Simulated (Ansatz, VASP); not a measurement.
# Two plane-wave programs on CdSe

INCAR

```
SYSTEM = CdSe
ALGO = Normal ; EDIFF = 1E-6
ENCUT = 500 ; GGA = PE
GGA_COMPAT = .False. ; ISIF = 2
ISMEAR = -1 ; LASPH = .True.
LCHARG = .False. ; LREAL = .False.
LWAVE = .False. ; NBANDS = 16
NELM = 120 ; PREC = Accurate
SIGMA = 0.05
```

File KPOINTS:

```
k-points
0
Gamma
  8 8 8
  0 0 0
```

POSCAR

```
CdSe
1.0
    3.6036661571      0.0000000000      0.0000000000
    0.0000000000      3.6036661571      0.0000000000
    0.0000000000      0.0000000000      3.6036661571
Cd Se
1 1
Direct
    0.5000000000      0.5000000000      0.5000000000
    0.0000000000      0.0000000000      0.0000000000
```

input.yaml

```yaml
crystal:
  lattice:
    - [3.6036661571, 0.0, 0.0]
    - [0.0, 3.6036661571, 0.0]
    - [0.0, 0.0, 3.6036661571]
  atoms:
    - { symbol: Cd, position: [0.5, 0.5, 0.5] }
    - { symbol: Se, position: [0.0, 0.0, 0.0] }
hamiltonian:
  xc: pbe
  pseudopotentials: { kind: paw, azcp: { folder: soft_1 } }
kpoints:
  mp_grid: { grid: [8, 8, 8] }
scf:
  occupations: { method: fermi_dirac, width: 0.05 }
output:
  forces: true
  stress: true
  eigenvalues: true
```

Alike in both runs: task single point; functional PBE; k mesh 8 × 8 × 8; occupations fermi-dirac, width 0.05 eV; no spin polarisation.

```csv
,VASP,Ansatz
version,VASP 6.6.1,Ansatz 0.2.0
potentials or method,"VASP PAW PBE potentials, release 64 (Cd, Se)",Ansatz PAW soft_1
plane-wave cutoff (eV),500,420
valence electrons in the cell,18,36
```

Ansatz gave:

```
gap on the k mesh at the Fermi level (eV) : none
pressure (GPa)                            : -2.0
```

Problem. Estimate VASP's values.

Solution. gap on the k mesh at the Fermi level (eV): none; pressure (GPa): -1.8.

A gap of «none» marks a metal or a gap that the smearing closes. VASP's potentials hold 18 valence electrons a cell and Ansatz's 36, so a difference there can come from the potentials and not from the codes.
